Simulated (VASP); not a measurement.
# P: single point with PBE

P:

```
P
1.0
     1.64774   -5.46504    0.00000
     1.64774    5.46504    0.00000
     0.00000    0.00000    4.54364
P
4
Direct
  0.90414 0.09586 0.58882
  0.09586 0.90414 0.41118
  0.59586 0.40414 0.08882
  0.40414 0.59586 0.91118
```

```yaml
Program: VASP 6.6.1
Task: single point
Functional: PBE
Potentials_or_basis: VASP PAW PBE potentials, release 64 (P)
Cutoff: 520 eV
k_mesh: 4 × 4 × 3
Occupations: fermi-dirac, width 0.02 eV
Spin: no spin polarisation
```

The pressure is 1.9 GPa. The largest force is 0.265 eV/Å and the band gap on the k mesh is 0.11 eV, direct.

Forces in eV/Å, atoms in the order of the input:
```
P    0.000  0.065 -0.257
P    0.000 -0.065  0.257
P    0.000 -0.065 -0.257
P    0.000  0.065  0.257
```

Stress tensor (GPa, compression positive):
```
3.25 0.00 0.00
0.00 0.99 0.00
0.00 0.00 1.47
```

Levels at points of the mesh, in eV from the valence-band top:
| k point | band 7 | band 8 | band 9 | band 10 | band 11 | band 12 | band 13 | band 14 |
| --- | --- | --- | --- | --- | --- | --- | --- | --- |
| (0.00, 0.00, 0.00) | -4.08 | -2.80 | -2.59 | -1.23 | 0.56 | 1.00 | 1.88 | 2.81 |
| (0.50, 0.00, 0.00) | -3.41 | -3.41 | -2.67 | -2.67 | 0.65 | 0.65 | 1.46 | 1.46 |
| (0.50, 0.50, 0.00) | -4.18 | -2.43 | -1.60 | 0.00 | 0.11 | 0.76 | 2.09 | 2.70 |

It took 11 s on 1 thread of Intel(R) Xeon(R) 6975P-C (Granite Rapids), on a shared host, peak memory 0.22 GiB.

Caveat: the k points lie up to 0.50 Å⁻¹ apart. A k mesh can miss the band edges.
